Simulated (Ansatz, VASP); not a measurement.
## Ir: VASP beside Ansatz

```xyz
1
Lattice="0.0000 1.9368 1.9368 1.9368 0.0000 1.9368 1.9368 1.9368 0.0000" Properties=species:S:1:pos:R:3 pbc="T T T"
Ir    0.0000    0.0000    0.0000
```

Alike in both runs: functional PBE; k mesh 8 × 8 × 8; occupations methfessel-paxton of order 1, width 0.0283 eV; no spin polarisation; Hubbard terms Ir d U = 1.0 eV.

Ansatz relaxed the structure, and its values are those at the end. VASP's run is a single point on that final structure, the one shown.

|  | VASP | Ansatz |
| --- | --- | --- |
| version | VASP 6.6.1 | Ansatz 0.2.0 |
| potentials or method | VASP PAW PBE potentials, release 64 (Ir), cutoff 500 eV | PAW plane waves |
| valence electrons in the cell | 9 | 17 |

|  | VASP | Ansatz | Ansatz less VASP |
| --- | --- | --- | --- |
| gap on the k mesh at the Fermi level (eV) | none | none | - |
| pressure (GPa) | -2.3 | 0.0 | +2.30 |

The programs project onto different local orbitals, so the same U acts differently, and such runs can settle in different states. A gap of «none» marks a metal or a gap that the smearing closes. VASP's potentials hold 9 valence electrons a cell and Ansatz's 17, so a difference there can come from the potentials and not from the codes. Ansatz's warnings: filled band counts differ across k points.

Spin-orbit coupling is off throughout.
